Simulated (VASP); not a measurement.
# S (Fd-3m) in VASP: further runs, part 2 of 2

VASP 6.6.1. Earlier steps stand in the parts before.

## (3) Single point, r2SCAN

This run uses another cell than the first one, of 23.08 Å³/atom.

Input file POSCAR:

```
S
1.0
    0.0000000000      2.8471361078      2.8471361078
    2.8471361078      0.0000000000      2.8471361078
    2.8471361078      2.8471361078      0.0000000000
S
2
Direct
    0.0000000000      0.0000000000      0.0000000000
    0.2500000000      0.2500000000      0.2500000000
```

Input file INCAR.step1:

```
SYSTEM = S
PREC = Accurate
ENCUT = 520
ISMEAR = -1
SIGMA = 0.1
LREAL = .False.
LASPH = .True.
NELM = 60
NBANDS = 13
GGA = PE
ALGO = Normal
EDIFF = 1E-4
LWAVE = .True.
LCHARG = .False.
```

Input file INCAR.step2:

```
SYSTEM = S
PREC = Accurate
ENCUT = 520
EDIFF = 1E-6
ISMEAR = -1
SIGMA = 0.1
LREAL = .False.
LASPH = .True.
NELM = 60
ALGO = Normal
ISIF = 2
LWAVE = .False.
LCHARG = .True.
METAGGA = R2SCAN
LMIXTAU = .True.
LELF = .True.
LVHAR = .True.
NBANDS = 13
ISTART = 1
```

Input file KPOINTS:

```
regular mesh
0
Gamma
  10 10 10
  0 0 0
```

Potentials or basis: VASP PAW PBE potentials, release 64 (S).

The run is started by

```
cat potpaw_PBE.64/S/POTCAR > POTCAR
cp INCAR.step1 INCAR
mpirun -np 1 vasp_std > vasp.out
cp INCAR.step2 INCAR
mpirun -np 1 vasp_std > vasp.out
```

OUTCAR:

```text
SYSTEM = S
   PREC = Accurate
   ENCUT = 520
   EDIFF = 1E-6
   ISMEAR = -1
   LREAL = .False.
   LASPH = .True.
   NELM = 60
   ISIF = 2
   METAGGA = R2SCAN
   ISTART = 1

 ion  position               nearest neighbor table
   1  0.000  0.000  0.000-   2 2.47   2 2.47   2 2.47   2 2.47
   2  0.250  0.250  0.250-   1 2.47   1 2.47   1 2.47   1 2.47

  LATTYP: Found a face centered cubic cell.
 ALAT       =     5.6942722156

  Lattice vectors:

 A1 = (   0.0000000000,   2.8471361078,   2.8471361078)
 A2 = (   2.8471361078,   0.0000000000,   2.8471361078)
 A3 = (   2.8471361078,   2.8471361078,   0.0000000000)

Analysis of symmetry for initial positions (statically):
=====================================================================
 Subroutine PRICEL returns:
 Original cell was already a primitive cell.

 Routine SETGRP: Setting up the symmetry group for a
 face centered cubic supercell.

 Subroutine GETGRP returns: Found 48 space group operations
 (whereof 24 operations were pure point group operations)
 out of a pool of 48 trial point group operations.

The static configuration has the point symmetry T_d .
 The point group associated with its full space group is O_h .

[... 166 lines left out ...]
 Fermi energy:         3.8454517434

 k-point     1 :       0.0000    0.0000    0.0000
  band No.  band energies     occupation
      1     -13.1215      2.00000
      2      -5.4066      2.00000
      3      -0.4357      2.00000
      4      -0.4357      2.00000
      5      -0.4357      2.00000
      6       2.7773      1.99995
      7       2.7773      1.99995
      8       2.7773      1.99995
      9       9.8040      0.00000
     10      12.0376      0.00000
     11      12.0376      0.00000
     12      14.9261      0.00000
     13      14.9261      0.00000
[... 354 lines left out ...]
  band No.  band energies     occupation
      1     -11.6481      2.00000
      2      -8.6758      2.00000
      3      -2.1020      2.00000
      4      -1.9326      2.00000
      5       1.5921      2.00000
      6       2.0947      2.00000
      7       5.5749      0.00000
      8       5.6097      0.00000
      9       9.8391      0.00000
     10      12.2110      0.00000
     11      14.0952      0.00000
     12      15.1898      0.00000
     13      15.9318      0.00000

 [... further k-points ...]
[... 5 lines left out ...]
  --------------------------------------------------------------------------------------
  -------------------------------------------------------------------------------------
  Total        0.4492798      0.4492798      0.4492798      0.0000000     -0.0000000      0.0000000
  in kB       15.5945477     15.5945477     15.5945477      0.0000000     -0.0000000      0.0000000
  external PRESSURE =      15.5945477 kB  Pullay stress =       0.0000000 kB

 VOLUME and BASIS-vectors are now :
 -----------------------------------------------------------------------------
  energy-cutoff  :      520.00
  volume of cell :       46.16
      direct lattice vectors                 reciprocal lattice vectors
     0.000000000  2.847136108  2.847136108    -0.175615068  0.175615068  0.175615068
     2.847136108  0.000000000  2.847136108     0.175615068 -0.175615068  0.175615068
     2.847136108  2.847136108  0.000000000     0.175615068  0.175615068 -0.175615068

 POSITION                                       TOTAL-FORCE (eV/Angst)
 -----------------------------------------------------------------------------------
      0.00000      0.00000      0.00000         0.000000      0.000000      0.000000
      1.42357      1.42357      1.42357        -0.000000     -0.000000     -0.000000
 -----------------------------------------------------------------------------------
    total drift:                                0.000000     -0.000000     -0.000000

  FREE ENERGIE OF THE ION-ELECTRON SYSTEM (eV)
  ---------------------------------------------------
  free  energy   TOTEN  =       -13.7493791680 eV

  energy  without entropy=      -13.6917536295  energy(sigma->0) =      -13.72056640
```

OUTCAR.step1:

```text
SYSTEM = S
   PREC = Accurate
   ENCUT = 520
   ISMEAR = -1
   LREAL = .False.
[... 608 lines left out ...]
      0.00000      0.00000      0.00000        -0.000000     -0.000000     -0.000000
      1.42357      1.42357      1.42357         0.000000      0.000000      0.000000
 -----------------------------------------------------------------------------------
    total drift:                                0.000000     -0.000000      0.000000

  FREE ENERGIE OF THE ION-ELECTRON SYSTEM (eV)
  ---------------------------------------------------
  free  energy   TOTEN  =        -6.2611523716 eV

  energy  without entropy=       -6.2015424822  energy(sigma->0) =       -6.23134743
```

OSZICAR.step1:

```text
N       E                     dE             d eps       ncg     rms          rms(c)
DAV:   1     0.407135405512E+02    0.40714E+02   -0.51256E+03  1222   0.768E+02
DAV:   2    -0.385728456257E+01   -0.44571E+02   -0.42270E+02  1677   0.135E+02
DAV:   3    -0.624118079772E+01   -0.23839E+01   -0.23537E+01  1617   0.306E+01
DAV:   4    -0.626613985414E+01   -0.24959E-01   -0.24947E-01  1457   0.383E+00
DAV:   5    -0.626659392493E+01   -0.45407E-03   -0.45405E-03  1651   0.507E-01    0.157E+01
DAV:   6    -0.626292305519E+01    0.36709E-02   -0.15069E-03  1502   0.294E-01    0.941E+00
DAV:   7    -0.626107811240E+01    0.18449E-02   -0.34776E-03  1567   0.429E-01    0.592E-02
DAV:   8    -0.626115237162E+01   -0.74259E-04   -0.20865E-04  1347   0.968E-02
   1 F= -.62611524E+01 E0= -.62313474E+01  d E =-.596099E-01
```

It took 84 s on 1 thread of Intel Xeon 6975P-C (Granite Rapids), shared host; peak memory 0.17 GiB.

Results:

```yaml
Free_energy: -13.7494 eV
Pressure: 1.6 GPa
Band_gap_on_the_k_mesh: zero (bands 6 and 7 overlap by 1.40 eV)
```

Caveat: the PAW data sets were made with another functional, which shifts forces and pressure a little.
